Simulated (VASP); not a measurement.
# Au in VASP: single point with PBE

Aim: the single point of Au with PBE.

All numbers are computed with VASP 6.6.1; they aren't measurements. Logs are shortened: lines on timing, memory, paths and dates and some standing lists are left out, and cuts for length are marked.

**1. The cell of the first run**

The cell holds a slab with vacuum, 11 atoms: a = 4.157 Å, b = 2.939 Å, c = 30.697 Å, α = 90.00°, β = 90.00°, γ = 90.00°.

**2. Single point, PBE**

INCAR reads:

```
SYSTEM = Au
PREC     = Accurate       ! precision mode
ENCUT    = 520            ! plane-wave cutoff, eV
EDIFF    = 1E-7           ! SCF threshold, eV
ISMEAR   = 1              ! smearing method
SIGMA    = 0.1            ! smearing width, eV
LREAL    = .FALSE.        ! projectors in reciprocal space
LASPH    = .TRUE.         ! aspherical terms in the spheres
NELM     = 80             ! most SCF steps
ALGO     = Normal         ! electronic algorithm
ISIF     = 2              ! what is computed and relaxed
LWAVE    = .FALSE.        ! write WAVECAR
LCHARG   = .FALSE.        ! write CHGCAR
LDIPOL   = .TRUE.       
IDIPOL   = 3            
DIPOL    = 0.5 0.5 0.500
GGA      = PE             ! functional
NBANDS   = 72             ! bands
```

KPOINTS reads:

```
Automatic mesh
0
G
  8 11 1
  0 0 0
```

POSCAR reads:

```
Au
1.0
    4.1570775990      0.0000000000      0.0000000000
    0.0000000000      2.9394977600      0.0000000000
    0.0000000000      0.0000000000     30.6974888000
Au
11
Direct
    0.0000000000      0.0000000000      0.2642923863
    0.5000000000      0.5000000000      0.3058333237
    0.0000000000      0.0000000000      0.3572264844
    0.5000000000      0.5000000000      0.4038871788
    0.0000000000      0.0000000000      0.4521648472
    0.5000000000      0.5000000000      0.4999999996
    0.0000000000      0.0000000000      0.5478351511
    0.5000000000      0.5000000000      0.5961128209
    0.0000000000      0.0000000000      0.6427735156
    0.5000000000      0.5000000000      0.6941666767
    0.0000000000      0.0000000000      0.7357076158
```

Potentials or basis: VASP PAW PBE potentials, release 64 (Au).

Run with:

```console
$ cat potpaw_PBE.64/Au/POTCAR > POTCAR
$ mpirun -np 1 vasp_std > vasp.out
```

OUTCAR:

```text
SYSTEM = Au
   PREC = Accurate
   ENCUT = 520
   EDIFF = 1E-7
   ISMEAR = 1
   LREAL = .FALSE.
   LASPH = .TRUE.
   NELM = 80
   ISIF = 2
   GGA = PE

 ion  position               nearest neighbor table
   1  0.000  0.000  0.264-   2 2.85   2 2.85   2 2.85   2 2.85   3 2.85
   2  0.500  0.500  0.306-   1 2.85   1 2.85   1 2.85   1 2.85   3 2.99   3 2.99   3 2.99   3 2.99
                             4 3.01
   3  0.000  0.000  0.357-   1 2.85   5 2.91   4 2.92   4 2.92   4 2.92   4 2.92   2 2.99   2 2.99
                             2 2.99   2 2.99
   4  0.500  0.500  0.404-   3 2.92   3 2.92   3 2.92   3 2.92   5 2.95   5 2.95   5 2.95   5 2.95
                             6 2.95   2 3.01
   5  0.000  0.000  0.452-   3 2.91   7 2.94   6 2.94   6 2.94   6 2.94   6 2.94   4 2.95   4 2.95
                             4 2.95   4 2.95
   6  0.500  0.500  0.500-   7 2.94   7 2.94   7 2.94   7 2.94   5 2.94   5 2.94   5 2.94   5 2.94
                             4 2.95   8 2.95
   7  0.000  0.000  0.548-   9 2.91   5 2.94   6 2.94   6 2.94   6 2.94   6 2.94   8 2.95   8 2.95
                             8 2.95   8 2.95
   8  0.500  0.500  0.596-   9 2.92   9 2.92   9 2.92   9 2.92   7 2.95   7 2.95   7 2.95   7 2.95
                             6 2.95  10 3.01
   9  0.000  0.000  0.643-  11 2.85   7 2.91   8 2.92   8 2.92   8 2.92   8 2.92  10 2.99  10 2.99
                            10 2.99  10 2.99
  10  0.500  0.500  0.694-  11 2.85  11 2.85  11 2.85  11 2.85   9 2.99   9 2.99   9 2.99   9 2.99
                             8 3.01
  11  0.000  0.000  0.736-  10 2.85  10 2.85  10 2.85  10 2.85   9 2.85

  LATTYP: Found a simple orthorhombic cell.
 ALAT       =     2.9394977600
 B/A-ratio  =     1.4142135625
 C/A-ratio  =    10.4431067163

  Lattice vectors:

 A1 = (   0.0000000000,  -2.9394977600,   0.0000000000)
 A2 = (   4.1570775990,   0.0000000000,   0.0000000000)
 A3 = (   0.0000000000,   0.0000000000,  30.6974888000)

Analysis of symmetry for initial positions (statically):
=====================================================================
 Subroutine PRICEL returns:
 Original cell was already a primitive cell.

 Routine SETGRP: Setting up the symmetry group for a
 simple orthorhombic supercell.

 Subroutine GETGRP returns: Found  8 space group operations
 (whereof  8 operations were pure point group operations)
 out of a pool of  8 trial point group operations.

The static configuration has the point symmetry D_2h.

Analysis of symmetry for dynamics (positions and initial velocities):
=====================================================================
 Subroutine PRICEL returns:
 Original cell was already a primitive cell.

 Routine SETGRP: Setting up the symmetry group for a
 simple orthorhombic supercell.

 Subroutine GETGRP returns: Found  8 space group operations
 (whereof  8 operations were pure point group operations)
 out of a pool of  8 trial point group operations.

The dynamic configuration has the point symmetry D_2h.

 Subroutine INISYM returns: Found  8 space group operations
 (whereof  8 operations are pure point group operations),
 and found     1 'primitive' translations

----------------------------------------------------------------------------------------

                                     Primitive cell

  volume of cell :     375.1147

  direct lattice vectors                    reciprocal lattice vectors
     4.157077599  0.000000000  0.000000000     0.240553604  0.000000000  0.000000000
     0.000000000  2.939497760  0.000000000     0.000000000  0.340194170  0.000000000
     0.000000000  0.000000000 30.697488800     0.000000000  0.000000000  0.032575955

  length of vectors
     4.157077599  2.939497760 30.697488800     0.240553604  0.340194170  0.032575955

  position of ions in fractional coordinates (direct lattice)
     0.000000000  0.000000000  0.264292386
     0.500000000  0.500000000  0.305833324
     0.000000000  0.000000000  0.357226484
     0.500000000  0.500000000  0.403887179
     0.000000000  0.000000000  0.452164847
     0.500000000  0.500000000  0.500000000
     0.000000000  0.000000000  0.547835151
     0.500000000  0.500000000  0.596112821
     0.000000000  0.000000000  0.642773516
     0.500000000  0.500000000  0.694166677
     0.000000000  0.000000000  0.735707616

  ion indices of the primitive-cell ions
   primitive index   ion index
[... 28 lines left out ...]
     0.030069201  0.030926743  0.032575955

  Shift w.r.t. Gamma in fractional coordinates (k-lattice)
     0.000000000  0.000000000  0.000000000

 Subroutine IBZKPT returns following result:
 ===========================================

 Found     30 irreducible k-points:

 Following reciprocal coordinates:
            Coordinates               Weight
  0.000000  0.000000  0.000000      1.000000
  0.125000  0.000000  0.000000      2.000000
  0.250000  0.000000  0.000000      2.000000
  0.375000  0.000000  0.000000      2.000000
  0.500000  0.000000  0.000000      1.000000
  0.000000  0.090909  0.000000      2.000000
[... 16 lines left out ...]
  0.250000  0.363636  0.000000      4.000000
  0.375000  0.363636  0.000000      4.000000
 [... further k-points ...]
   k-points           NKPTS =     30   k-points in BZ     NKDIM =     30   number of bands    NBANDS=     72
   number of dos      NEDOS =    301   number of ions     NIONS =     11
   total plane-waves  NPLWV = 184320
   dimension x,y,z NGX =    32 NGY =   24 NGZ =  240
   dimension x,y,z NGXF=    64 NGYF=   48 NGZF=  480
   ions per type =              11
   NGX,Y,Z   is equivalent  to a cutoff of  12.80, 13.57, 13.00 a.u.
   NGXF,Y,Z  is equivalent  to a cutoff of  25.59, 27.15, 25.99 a.u.
 SYSTEM =  Au
   PREC   = accura    normal or accurate (medium, high low for compatibility)
   ISTART =      0    job   : 0-new  1-cont  2-samecut
   ICHARG =      2    charge: 1-file 2-atom 10-const
   ISPIN  =      1    spin polarized calculation?
   LNONCOLLINEAR =      F non collinear calculations
   LSORBIT =      F    spin-orbit coupling
   LASPH  =      T    aspherical Exc in radial PAW
   ENCUT  =  520.0 eV  38.22 Ry    6.18 a.u.   7.73  5.47 57.08*2*pi/ulx,y,z
   NELM   =     80;   NELMIN=  2; NELMDL= -5     # of ELM steps
   EDIFF  = 0.1E-06   stopping-criterion for ELM
   LREAL  =      F    real-space projection
   EDIFFG = 0.1E-05   stopping-criterion for IOM
   NSW    =      0    number of steps for IOM
   IBRION =     -1    ionic relax: 0-MD 1-quasi-New 2-CG
   NFREE  =      0    steps in history (QN), initial steepest desc. (CG)
   ISIF   =      2    stress and relaxation
   ISYM   =      2    0-nonsym 1-usesym 2-fastsym
   POTIM  = 0.5000    time-step for ionic-motion
   TEBEG  =    0.0;   TEEND  =   0.0 temperature during run
   PSTRESS=    0.0 pullay stress
   NELECT =     121.0000    total number of electrons
   NUPDOWN=      -1.0000    fix difference up-down
   EMIN   =  10.00;   EMAX   =-10.00  energy-range for DOS
   EFERMI =   0.00;   METHOD = LEGACY
   ISMEAR =     1;   SIGMA  =   0.10  broadening in eV -4-tet -1-fermi 0-gaus
   EFERMI_NEDOS =   21; number of points for ismear=-14 and -15
   IALGO  =     38    algorithm
   IMIX   =      4    mixing-type and parameters
     AMIX     =   0.40;   BMIX     =  1.00
     AMIX_MAG =   1.60;   BMIX_MAG =  1.00
  volume/ion in A,a.u.               =      34.10       230.13
  Fermi-wavevector in a.u.,A,eV,Ry     =   1.122747  2.121684 17.150972  1.260561
  Thomas-Fermi vector in A             =   2.259409
   LORBIT       =      0    0 simple, 1 ext, 2 COOP (PROOUT), +10 PAW based schemes
   GGA     = PE    functional components
   LHFCALC =     F    Hartree Fock is set to
   AEXX    =    0.0000 exact exchange contribution
   IVDW    =     0    specifies the selected vdW correction
   LEPSILON=     F    determine dielectric tensor
   LRPA    =     F    only Hartree local field effects (RPA)
 non-spin polarized calculation
 Methfessel and Paxton  Order N= 1 SIGMA  =   0.10
  energy-cutoff  :      520.00
  volume of cell :      375.11
 maximum number of plane-waves:     10219
 NGX is ok and might be reduce to    32
   NGX = 15   NGY = 11   NGZ =115

 dipolmoment           0.000000      0.000000      0.000000 electrons x Angstroem

 number of electron     120.9999982 magnetization

 dipolmoment           0.000000      0.000000     -0.000000 electrons x Angstroem

 Free energy of the ion-electron system (eV)
  ---------------------------------------------------
  ext. energy  EPLUGINS =         0.00000000
  ---------------------------------------------------
  free energy    TOTEN  =       -34.09626058 eV

  energy without entropy =      -34.09749668  energy(sigma->0) =      -34.09667261

 E-fermi :   2.2069     XC(G=0):  -7.0923

 val. band max:        2.1848944256   @ k =   0.2500   0.1818   0.0000
 cond. band min:       2.2897799415   @ k =   0.3750   0.1818   0.0000
 fundamental gap:      0.1048855159
 Fermi energy:         2.2069409023

 k-point     1 :       0.0000    0.0000    0.0000
  band No.  band energies     occupation
      1      -6.9773      2.00000
      2      -6.4630      2.00000
      3      -5.7442      2.00000
      4      -4.9264      2.00000
      5      -4.3250      2.00000
      6      -4.1067      2.00000
[... 1789 lines left out ...]
     71       7.1923      0.00000
     72       8.0168      0.00000

 [... further k-points ...]

------------------------ aborting loop because EDIFF is reached ----------------------------------------

 vacuum level on the upper side and lower side of the slab       (xc-potential included)        -0.102        -0.102

  FORCE on cell =-STRESS in cart. coord.  units (eV):
  Direction    XX          YY          ZZ          XY          YZ          ZX
  --------------------------------------------------------------------------------------
  -------------------------------------------------------------------------------------
  Total       -1.6070401     -2.9313955     -0.3340640      0.0000000      0.0000000      0.0000000
  in kB       -6.8639354    -12.5204771     -1.4268430      0.0000000      0.0000000      0.0000000
  external PRESSURE =      -6.9370852 kB  Pullay stress =       0.0000000 kB

 VOLUME and BASIS-vectors are now :
 -----------------------------------------------------------------------------
  energy-cutoff  :      520.00
  volume of cell :      375.11
      direct lattice vectors                 reciprocal lattice vectors
     4.157077599  0.000000000  0.000000000     0.240553604  0.000000000  0.000000000
     0.000000000  2.939497760  0.000000000     0.000000000  0.340194170  0.000000000
     0.000000000  0.000000000 30.697488800     0.000000000  0.000000000  0.032575955

 POSITION                                       TOTAL-FORCE (eV/Angst)
 -----------------------------------------------------------------------------------
      0.00000      0.00000      8.11311         0.000000      0.000000      0.014856
      2.07854      1.46975      9.38832        -0.000000     -0.000000     -0.003662
      0.00000      0.00000     10.96596         0.000000     -0.000000     -0.003951
      2.07854      1.46975     12.39832         0.000000     -0.000000      0.007211
      0.00000      0.00000     13.88033         0.000000     -0.000000      0.005250
      2.07854      1.46975     15.34874         0.000000     -0.000000      0.000000
      0.00000      0.00000     16.81716         0.000000     -0.000000     -0.005250
      2.07854      1.46975     18.29917         0.000000      0.000000     -0.007211
      0.00000      0.00000     19.73153         0.000000     -0.000000      0.003951
      2.07854      1.46975     21.30917        -0.000000     -0.000000      0.003662
      0.00000      0.00000     22.58438         0.000000     -0.000000     -0.014856
 -----------------------------------------------------------------------------------
    total drift:                                0.000000     -0.000000      0.000002

  FREE ENERGIE OF THE ION-ELECTRON SYSTEM (eV)
  ---------------------------------------------------
  free  energy   TOTEN  =       -34.0962605778 eV

  energy  without entropy=      -34.0974966759  energy(sigma->0) =      -34.09667261

 vacuum level on the upper side and lower side of the slab         7.043         7.043
```

Wall time 51 min (1 thread of Oxide Virtual Turin-like, shared host); peak memory 0.76 GiB.

What came out:

```yaml
Free_energy: -34.0963 eV
Largest_force: 0.015 eV/Å
Band_gap_on_the_k_mesh: zero (an odd number of electrons rules out a gap without spin polarisation)
```

Forces in eV/Å, atoms in the order of the input:
```
Au   0.000  0.000  0.015
Au   0.000  0.000 -0.004
Au   0.000  0.000 -0.004
Au   0.000  0.000  0.007
Au   0.000  0.000  0.005
Au   0.000  0.000  0.000
Au   0.000  0.000 -0.005
Au   0.000  0.000 -0.007
Au   0.000  0.000  0.004
Au   0.000  0.000  0.004
Au   0.000  0.000 -0.015
```

Caveat: spin-orbit coupling is left out, which moves the levels of the heavy elements.
